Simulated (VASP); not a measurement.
# HCl in VASP: single point with PBE+D3(BJ)

Aim: the single point of HCl with PBE+D3(BJ).

Everything below comes from runs of VASP 6.6.1. Logs are shortened: lines on timing, memory, paths and dates and some standing lists are left out, and cuts for length are marked.

## (1) The cell of the first run

The cell holds a disordered packing, 24 atoms: a = 8.764 Å, b = 8.764 Å, c = 8.764 Å, α = 90.00°, β = 90.00°, γ = 90.00°.

## (2) Single point, PBE+D3(BJ)

Input file INCAR:

```
ALGO = Normal
EDIFF = 1E-6
ENCUT = 1000
GGA = PE
GGA_COMPAT = False
ISIF = 2
ISMEAR = -1
IVDW = 12
LASPH = True
LCHARG = False
LREAL = Auto
LWAVE = False
NBANDS = 66
NELM = 120
PREC = Accurate
SIGMA = 0.02
```

Input file KPOINTS:

```
k-points
0
Gamma
  1 1 1
```

Input file POSCAR:

```
HCl
1.0
    8.7642490000      0.0000000000      0.0000000000
    0.0000000000      8.7642490000      0.0000000000
    0.0000000000      0.0000000000      8.7642490000
Cl H
12 12
Direct
    0.5038484855      0.7086174693      0.1383098735
    0.2314312324      0.5004928592      0.3777636948
    1.0356934024      0.8970590847      0.1830394679
    0.3090397250      0.2139711206      0.9476630144
    0.0132808615      0.5834869884      0.9131263656
    0.6017742430      0.4461842791      0.5498622104
    0.9878114716      0.2525900823      0.6713608104
    0.5581191892      0.0621941696      0.3711743740
    0.5010578892      0.8630421326      0.7179692965
    0.9080165073      0.8157756126      0.5699135776
    0.7412010720      1.0801758306      0.9364982582
    0.8412023936      0.3680934245      0.2088179181
    0.6146965834      0.6212235734      0.1840988552
    0.3199000942      0.5692652523      0.2774165802
    0.9288698040      0.9626209320      0.1021056036
    0.2045805416      0.2096337451      0.8417276990
   -0.0057919322      0.4703186713      0.8167474672
    0.4582048559      0.4598861872      0.5152483405
    0.8923491702      0.1813184788      0.7637617132
    0.5360142486     -0.0600829281      0.2880789251
    0.5281154176      0.9383430070      0.5909707908
    0.9456197063      0.8615554474      0.4333847136
    0.6604682616      0.9865280688      0.8478742207
    0.9253928759      0.4388200113      0.1078906296
```

Potentials or basis: VASP PAW PBE potentials, release 64 (Cl, H_h).

Launch:

```console
$ cat potpaw_PBE.64/Cl/POTCAR potpaw_PBE.64/H_h/POTCAR > POTCAR
$ mpirun -np 1 vasp_gam > vasp.out
```

OUTCAR:

```text
EDIFF = 1E-6
   ENCUT = 1000
   GGA = PE
   ISIF = 2
   ISMEAR = -1
   IVDW = 12
   LASPH = True
   LREAL = Auto
   NELM = 120
   PREC = Accurate
 IVDW          = 12

 ion  position               nearest neighbor table
   1  0.504  0.709  0.138-  13 1.30
   2  0.231  0.500  0.378-  14 1.32
   3  0.036  0.897  0.183-  15 1.31
   4  0.309  0.214  0.948-  16 1.30
   5  0.013  0.583  0.913-  17 1.31
   6  0.602  0.446  0.550-  18 1.30
[... 16 lines left out ...]
  23  0.660  0.987  0.848-  11 1.33
  24  0.925  0.439  0.108-  12 1.31

  LATTYP: Found a simple cubic cell.
 ALAT       =     8.7642490000

  Lattice vectors:

 A1 = (   8.7642490000,   0.0000000000,   0.0000000000)
 A2 = (   0.0000000000,   8.7642490000,   0.0000000000)
 A3 = (   0.0000000000,   0.0000000000,   8.7642490000)

Analysis of symmetry for initial positions (statically):
=====================================================================
 Subroutine PRICEL returns:
 Original cell was already a primitive cell.

 Routine SETGRP: Setting up the symmetry group for a
 simple cubic supercell.

 Subroutine GETGRP returns: Found  1 space group operations
 (whereof  1 operations were pure point group operations)
 out of a pool of 48 trial point group operations.

The static configuration has the point symmetry C_1 .

Analysis of symmetry for dynamics (positions and initial velocities):
=====================================================================
 Subroutine PRICEL returns:
 Original cell was already a primitive cell.

 Routine SETGRP: Setting up the symmetry group for a
 simple cubic supercell.

 Subroutine GETGRP returns: Found  1 space group operations
 (whereof  1 operations were pure point group operations)
 out of a pool of 48 trial point group operations.

The dynamic configuration has the point symmetry C_1 .

 Subroutine INISYM returns: Found  1 space group operations
 (whereof  1 operations are pure point group operations),
 and found     1 'primitive' translations

----------------------------------------------------------------------------------------

                                     Primitive cell

  volume of cell :     673.2000

  direct lattice vectors                    reciprocal lattice vectors
     8.764249000  0.000000000  0.000000000     0.114099907  0.000000000  0.000000000
     0.000000000  8.764249000  0.000000000     0.000000000  0.114099907  0.000000000
     0.000000000  0.000000000  8.764249000     0.000000000  0.000000000  0.114099907

  length of vectors
     8.764249000  8.764249000  8.764249000     0.114099907  0.114099907  0.114099907

  position of ions in fractional coordinates (direct lattice)
     0.503848486  0.708617469  0.138309873
     0.231431232  0.500492859  0.377763695
     0.035693402  0.897059085  0.183039468
     0.309039725  0.213971121  0.947663014
     0.013280862  0.583486988  0.913126366
     0.601774243  0.446184279  0.549862210
[... 16 lines left out ...]
     0.660468262  0.986528069  0.847874221
     0.925392876  0.438820011  0.107890630

  ion indices of the primitive-cell ions
   primitive index   ion index
                 1           1
                 2           2
                 3           3
                 4           4
                 5           5
                 6           6
[... 16 lines left out ...]
                23          23
                24          24

----------------------------------------------------------------------------------------

 KPOINTS: k-points

Automatic generation of k-mesh.
 Grid dimensions read from file:
 generate k-points for:    1    1    1

 Generating k-lattice:

  Cartesian coordinates                     Fractional coordinates (reciprocal lattice)
     0.114099907  0.000000000  0.000000000     1.000000000  0.000000000  0.000000000
     0.000000000  0.114099907  0.000000000     0.000000000  1.000000000  0.000000000
     0.000000000  0.000000000  0.114099907     0.000000000  0.000000000  1.000000000

  Length of vectors
     0.114099907  0.114099907  0.114099907

  Shift w.r.t. Gamma in fractional coordinates (k-lattice)
     0.000000000  0.000000000  0.000000000

 Subroutine IBZKPT returns following result:
 ===========================================

 Found      1 irreducible k-points:

 Following reciprocal coordinates:
            Coordinates               Weight
  0.000000  0.000000  0.000000      1.000000
   k-points           NKPTS =      1   k-points in BZ     NKDIM =      1   number of bands    NBANDS=     66
   number of dos      NEDOS =    301   number of ions     NIONS =     24
   total plane-waves  NPLWV = 729000
   dimension x,y,z NGX =    90 NGY =   90 NGZ =   90
   dimension x,y,z NGXF=   180 NGYF=  180 NGZF=  180
   ions per type =              12  12
   NGX,Y,Z   is equivalent  to a cutoff of  17.07, 17.07, 17.07 a.u.
   NGXF,Y,Z  is equivalent  to a cutoff of  34.14, 34.14, 34.14 a.u.
 SYSTEM =  unknown system
   PREC   = accura    normal or accurate (medium, high low for compatibility)
   ISTART =      0    job   : 0-new  1-cont  2-samecut
   ICHARG =      2    charge: 1-file 2-atom 10-const
   ISPIN  =      1    spin polarized calculation?
   LNONCOLLINEAR =      F non collinear calculations
   LSORBIT =      F    spin-orbit coupling
   LASPH  =      T    aspherical Exc in radial PAW
   ENCUT  = 1000.0 eV  73.50 Ry    8.57 a.u.  22.60 22.60 22.60*2*pi/ulx,y,z
   NELM   =    120;   NELMIN=  2; NELMDL= -5     # of ELM steps
   EDIFF  = 0.1E-05   stopping-criterion for ELM
   LREAL  =      T    real-space projection
   EDIFFG = 0.1E-04   stopping-criterion for IOM
   NSW    =      0    number of steps for IOM
[... 5 lines left out ...]
   TEBEG  =    0.0;   TEEND  =   0.0 temperature during run
   PSTRESS=    0.0 pullay stress
   NELECT =      96.0000    total number of electrons
   NUPDOWN=      -1.0000    fix difference up-down
   EMIN   =  10.00;   EMAX   =-10.00  energy-range for DOS
   EFERMI =   0.00;   METHOD = LEGACY
   ISMEAR =    -1;   SIGMA  =   0.02  broadening in eV -4-tet -1-fermi 0-gaus
   EFERMI_NEDOS =   21; number of points for ismear=-14 and -15
   IALGO  =     38    algorithm
   IMIX   =      4    mixing-type and parameters
     AMIX     =   0.40;   BMIX     =  1.00
     AMIX_MAG =   1.60;   BMIX_MAG =  1.00
  volume/ion in A,a.u.               =      28.05       189.29
  Fermi-wavevector in a.u.,A,eV,Ry     =   0.855297  1.616278  9.953122  0.731534
  Thomas-Fermi vector in A             =   1.972025
   LORBIT       =      0    0 simple, 1 ext, 2 COOP (PROOUT), +10 PAW based schemes
   GGA     = PE    functional components
   LHFCALC =     F    Hartree Fock is set to
   AEXX    =    0.0000 exact exchange contribution
   IVDW    =    12    specifies the selected vdW correction
   LEPSILON=     F    determine dielectric tensor
   LRPA    =     F    only Hartree local field effects (RPA)
 non-spin polarized calculation
  energy-cutoff  :     1000.00
  volume of cell :      673.20
 maximum number of plane-waves:     24245
 NGX is ok and might be reduce to    90
   NGX = 45   NGY = 45   NGZ = 45

 number of electron      96.0000002 magnetization

 Free energy of the ion-electron system (eV)
  ---------------------------------------------------
  ext. energy  EPLUGINS =         0.00000000
  ---------------------------------------------------
  free energy    TOTEN  =       -74.54779523 eV

  energy without entropy =      -74.54779523  energy(sigma->0) =      -74.54779523

 E-fermi :  -3.4553     XC(G=0):  -5.7668

 val. band max:       -3.9751402267   @ k =   0.0000   0.0000   0.0000
 cond. band min:       1.3978954446   @ k =   0.0000   0.0000   0.0000
 fundamental gap:      5.3730356712
 Fermi energy:        -3.4552886555

 k-point     1 :       0.0000    0.0000    0.0000
  band No.  band energies     occupation
      1     -18.5551      2.00000
      2     -18.2216      2.00000
      3     -18.0352      2.00000
      4     -17.9268      2.00000
      5     -17.8252      2.00000
      6     -17.7202      2.00000
[... 52 lines left out ...]
     59       3.5552      0.00000
     60       3.7928      0.00000
 [bands above 60 left out]

------------------------ aborting loop because EDIFF is reached ----------------------------------------

 Edisp (eV)   -1.29998

 E8    (eV) :    -0.3788

  FORCE on cell =-STRESS in cart. coord.  units (eV):
  Direction    XX          YY          ZZ          XY          YZ          ZX
  --------------------------------------------------------------------------------------
  -------------------------------------------------------------------------------------
  Total      -1.97684    -2.17602    -2.36224     0.09546     0.29030    -0.39971
  in kB      -4.70478    -5.17880    -5.62201     0.22720     0.69089    -0.95130
  external pressure =       -5.17 kB  Pullay stress =        0.00 kB

 VOLUME and BASIS-vectors are now :
 -----------------------------------------------------------------------------
  energy-cutoff  :     1000.00
  volume of cell :      673.20
      direct lattice vectors                 reciprocal lattice vectors
     8.764249000  0.000000000  0.000000000     0.114099907  0.000000000  0.000000000
     0.000000000  8.764249000  0.000000000     0.000000000  0.114099907  0.000000000
     0.000000000  0.000000000  8.764249000     0.000000000  0.000000000  0.114099907

 POSITION                                       TOTAL-FORCE (eV/Angst)
 -----------------------------------------------------------------------------------
      4.41585      6.21050      1.21218         0.134850     -0.102975      0.034342
      2.02832      4.38644      3.31082         0.284163      0.263104     -0.356098
      0.31283      7.86205      1.60420        -0.177708      0.121910     -0.157733
      2.70850      1.87530      8.30555        -0.195586     -0.008096     -0.192660
      0.11640      5.11383      8.00287        -0.018210     -0.177325     -0.147516
      5.27410      3.91047      4.81913        -0.029374     -0.010386      0.005426
[... 16 lines left out ...]
      5.78851      8.64618      7.43098         0.067957      0.094597      0.069358
      8.11037      3.84593      0.94558        -0.073381     -0.023029      0.064585
 -----------------------------------------------------------------------------------
    total drift:                                0.000521      0.002027      0.008329

  FREE ENERGIE OF THE ION-ELECTRON SYSTEM (eV)
  ---------------------------------------------------
  free  energy   TOTEN  =       -75.8477717274 eV

  energy  without entropy=      -75.8477717274  energy(sigma->0) =      -75.84777173
```

Wall time 2.4 min (1 thread of Intel Xeon Platinum 8488C (Sapphire Rapids), shared host); peak memory 1.2 GiB.

What came out:

```yaml
Free_energy: -75.8478 eV
Pressure: -0.5 GPa
Largest_force: 0.534 eV/Å
Dispersion_energy_per_atom: -0.054 eV
```

Forces in eV/Å, atoms in the order of the input:
```
Cl   0.135 -0.103  0.034
Cl   0.284  0.263 -0.356
Cl  -0.178  0.122 -0.158
Cl  -0.196 -0.008 -0.193
Cl  -0.018 -0.177 -0.148
Cl  -0.029 -0.010  0.005
Cl  -0.124 -0.085  0.128
Cl  -0.060 -0.278 -0.196
Cl   0.012  0.046 -0.090
Cl   0.044  0.065 -0.199
Cl  -0.063 -0.085 -0.060
Cl   0.002  0.125 -0.070
H   -0.062  0.029 -0.012
H   -0.304 -0.252  0.359
H    0.173 -0.121  0.135
H    0.198  0.012  0.199
H    0.049  0.184  0.134
H    0.026 -0.007 -0.002
H    0.119  0.080 -0.127
H    0.075  0.254  0.199
H   -0.012 -0.063  0.100
H   -0.064 -0.061  0.182
H    0.068  0.095  0.069
H   -0.073 -0.023  0.065
```

Stress tensor (GPa, compression positive):
```
-0.47  0.02 -0.10
 0.02 -0.52  0.07
-0.10  0.07 -0.56
```

Levels at points of the mesh, in eV from the Fermi level:
```csv
k point,band 44,band 45,band 46,band 47,band 48,band 49,band 50,band 51,band 52,band 53
"(0.00, 0.00, 0.00)",-0.68,-0.65,-0.57,-0.55,-0.52,4.85,5.91,6.15,6.36,6.41
```

Caveat: the k points lie up to 0.72 Å⁻¹ apart.
